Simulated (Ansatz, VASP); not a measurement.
# Two plane-wave programs on Sb

```
Sb
1.0
     0.00000    2.28691    2.28691
     2.28691    0.00000    2.28691
     2.28691    2.28691    0.00000
Sb
1
Direct
  0.00000 0.00000 0.00000
```

Alike in both runs: task single point; functional r2SCAN; k mesh 13 × 13 × 13; occupations fermi-dirac, width 0.1 eV; no spin polarisation.

|  | VASP | Ansatz |
| --- | --- | --- |
| version | VASP 6.6.1 | Ansatz 0.2.0 |
| potentials or method | VASP PAW PBE potentials, release 64 (Sb), cutoff 520 eV | plane waves (500 eV) with PAW, scalar-relativistic |
| valence electrons in the cell | 5 | 15 |

|  | VASP | Ansatz | Ansatz less VASP |
| --- | --- | --- | --- |
| pressure (GPa) | 10.3 | 10.3 | +0.03 |

VASP's potentials were made for PBE, not for r2SCAN. VASP's potentials hold 5 valence electrons a cell and Ansatz's 15, so a difference there can come from the potentials and not from the codes.

Spin-orbit coupling is off throughout.
